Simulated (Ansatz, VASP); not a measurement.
Two plane-wave programs on RbBr

The input POSCAR:

```
RbBr
1.0
    4.0251412785      0.0000000000      0.0000000000
    0.0000000000      4.1279266522      0.0000000000
    0.0000000000      0.0000000000      4.1279266522
Rb Br
1 1
Direct
    0.0000000000      0.0000000000      0.0000000000
    0.5000000000      0.5000000000      0.5000000000
```

INCAR.step1

```
SYSTEM = RbBr
ALGO = Normal
EDIFF = 1E-5
ENCUT = 520
GGA = PE
ISIF = 2
ISMEAR = 0
LASPH = .True.
LREAL = .False.
LWAVE = .True.
NBANDS = 15
NELM = 80
PREC = Accurate
SIGMA = 0.01
```

The input INCAR.step2:

```
SYSTEM = RbBr
ALGO = Normal
EDIFF = 1E-6
ENCUT = 520
GGA = PE
HFSCREEN = 0.2079
ISIF = 2
ISMEAR = 0
ISTART = 1
LASPH = .True.
LCHARG = .True.
LELF = .True.
LHFCALC = .True.
LREAL = .False.
LVHAR = .True.
LWAVE = .False.
NBANDS = 15
NELM = 80
PREC = Accurate
PRECFOCK = Normal
SIGMA = 0.01
```

File KPOINTS:

```
k-points
0
Gamma
  4 4 4
  0 0 0
```

Input for Ansatz:

```yaml
crystal:
  lattice:
    - [4.0251412785, 0.0, 0.0]
    - [0.0, 4.1279266522, 0.0]
    - [0.0, 0.0, 4.1279266522]
  atoms:
    - { symbol: Rb, position: [0.0, 0.0, 0.0] }
    - { symbol: Br, position: [0.5, 0.5, 0.5] }
kpoints:
  mp_grid: { grid: [4, 4, 4] }
  band_path:
    path:
      - [0.0, 0.0, 0.0]
      - [0.0, 0.5, 0.0]
      - [0.5, 0.5, 0.0]
      - [0.5, 0.5, 0.5]
      - [0.0, 0.5, 0.5]
    npoints: 1
hamiltonian:
  xc: hse06
scf:
  occupations: { method: fixed }
  n_extra_bands: 4
output:
  forces: true
  stress: true
  eigenvalues: true
```

Change from the starting cell: uniaxial_x strain -2.5%.

Alike in both runs: task single point; functional HSE06; k mesh 4 × 4 × 4; no spin polarisation.

```csv
,VASP,Ansatz
version,VASP 6.6.1,Ansatz 0.2.0
potentials or method,"VASP PAW PBE potentials, release 64 (Rb_sv, Br)","plane waves, PAW"
plane-wave cutoff (eV),520,420
occupations,"gaussian, width 0.01 eV",fixed
valence electrons in the cell,16,16
```

Ansatz gave:

| Quantity | Value |
| --- | --- |
| gap on the k mesh at the Fermi level (eV) | 5.26 |
| pressure (GPa) | 0.9 |
| traceless stress, the component that is largest in VASP (GPa) | 0.54 |

Q: What did VASP give for the same quantities?

A: gap on the k mesh at the Fermi level (eV): 5.27; pressure (GPa): 0.9; traceless stress, the component that is largest in VASP (GPa): 0.54.

Ansatz's warnings: stress exchange threshold loose, stress scf threshold loose.
